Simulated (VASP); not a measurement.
Wanted: the native input for a VASP 6.6.1 run.

```
Task                   : relaxation of cell and atoms
Functional             : PBEsol
Potentials or basis    : VASP PAW PBE potentials, release 64 (Sc_sv)
Cutoff                 : 500 eV
k mesh                 : 17 × 17 × 17
Occupations            : fermi-dirac, width 0.1 eV
Spin                   : no spin polarisation
Target pressure        : 5 GPa
Dipole correction      : no
Further INCAR settings : ALGO = Normal; EDIFF = 1e-07; IBRION = 2; EDIFFG = -0.03; NSW = 80; ISIF = 3
```

The structure of Sc lies in POSCAR:

```
Sc
1.0
    0.0000000000      2.3200000000      2.3200000000
    2.3200000000      0.0000000000      2.3200000000
    2.3200000000      2.3200000000      0.0000000000
Sc
1
Direct
    0.0000000000      0.0000000000      0.0000000000
```

This isn't the form of Sc at room conditions, which is hcp.

One way to write it, as run:

INCAR

```
PREC = Accurate ; ENCUT = 500
EDIFF = 1E-7 ; ISMEAR = -1
SIGMA = 0.1 ; LREAL = F
LASPH = T ; NELM = 120
ALGO = Normal ; ISIF = 3
LWAVE = F ; LCHARG = F
GGA = PS ; IBRION = 2
NSW = 80 ; EDIFFG = -0.03
PSTRESS = 50.0 ; GGA_COMPAT = F
NELMIN = 4
```

KPOINTS

```
regular mesh
0
Gamma
  17 17 17
```

Potentials or basis: VASP PAW PBE potentials, release 64 (Sc_sv).

Command:

```bash
$ cat potpaw_PBE.64/Sc_sv/POTCAR > POTCAR
$ mpirun -np 1 vasp_std > vasp.out
```

Results of the run:

```json
{
  "Relaxed volume": "21.83 Å³/atom",
  "Relaxed cell": "a = 3.137 Å, b = 3.137 Å, c = 3.137 Å, α = 60.00°, β = 60.00°, γ = 60.00°",
  "Space group after relaxing (to 0.1 Å)": "Fm-3m (No. 225)",
  "Energy change on relaxing (the run minimises the enthalpy)": "+17.0 meV/atom",
  "Ionic steps": "3",
  "Pressure after relaxing": "5.0 GPa",
  "Band gap on the k mesh": "zero (an odd number of electrons rules out a gap without spin polarisation)"
}
```

Caveat: the cell is relaxed towards a set pressure, so the run minimises the enthalpy, not the energy; the PAW data sets were made with another functional, which shifts forces and pressure a little.

It took 52 s on 1 thread of AMD EPYC 9R14 (Zen 4), with other jobs on the host, peak memory 0.14 GiB.
